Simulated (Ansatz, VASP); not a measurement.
Given: the input of a run of VASP 6.6.1 on In3Sb.

The input INCAR:

```
ALGO = Normal
EDIFF = 1E-7
ENCUT = 520
GGA = PS
ISIF = 2
ISMEAR = -1
LASPH = True
LCHARG = False
LREAL = False
LWAVE = False
NBANDS = 30
NELM = 60
PREC = Accurate
SIGMA = 0.05
```

KPOINTS

```
k-points
0
Gamma
  6 6 6
```

File POSCAR:

```
In3Sb
1.0
    4.8369620000      0.0000000000      0.0000000000
    0.0000000000      4.8369620000      0.0000000000
    0.0000000000      0.0000000000      4.8369620000
Sb In
1 3
Direct
    0.0000000000      0.0000000000      0.0000000000
    0.0000000000      0.5000000000      0.5000000000
    0.5000000000      0.0000000000      0.5000000000
    0.5000000000      0.5000000000      0.0000000000
```

Potentials or basis: VASP PAW PBE potentials, release 64 (Sb, In_d).

The run is started by

```sh
$ cat potpaw_PBE.64/Sb/POTCAR potpaw_PBE.64/In_d/POTCAR > POTCAR
$ mpirun -np 1 vasp_std > vasp.out
```

Problem. Set up the same calculation for Ansatz 0.2.0. Potentials there: all-electron LAPW, scalar-relativistic.

Solution. As run (the cutoff follows the program's own potentials):

Contents of input.yaml:

```yaml
crystal:
  lattice:
    - [4.836962, 0.0, 0.0]
    - [0.0, 4.836962, 0.0]
    - [0.0, 0.0, 4.836962]
  atoms:
    - { symbol: Sb, position: [0.0, 0.0, 0.0] }
    - { symbol: In, position: [0.0, 0.5, 0.5] }
    - { symbol: In, position: [0.5, 0.0, 0.5] }
    - { symbol: In, position: [0.5, 0.5, 0.0] }
kpoints:
  mp_grid: { grid: [6, 6, 6] }
scf:
  occupations: { method: fermi_dirac, width: 0.05 }
hamiltonian:
  xc: pbesol
  pseudopotentials: { kind: all_electron, lapw: { basis_error: 0.001 } }
output:
  forces: true
  stress: true
  eigenvalues: true
  populations: true
```

Potentials or basis: all-electron LAPW, scalar-relativistic.

The run is started by

```sh
$ ansatz run input.yaml --threads 2 --pin off --max-ram 8192MiB --backend cpu --events-out ev --progress --plain --runs-dir out
```

Both were run:

|  | VASP | Ansatz | Ansatz less VASP |
| --- | --- | --- | --- |
| gap on the k mesh at the Fermi level (eV) | none | none | - |
| pressure (GPa) | -2.6 | -2.6 | +0.03 |

VASP's potentials were made for PBE, not for PBEsol. A gap of «none» marks a metal or a gap that the smearing closes. Ansatz ran all-electron here, and VASP with PAW potentials.

Spin-orbit coupling is off throughout.
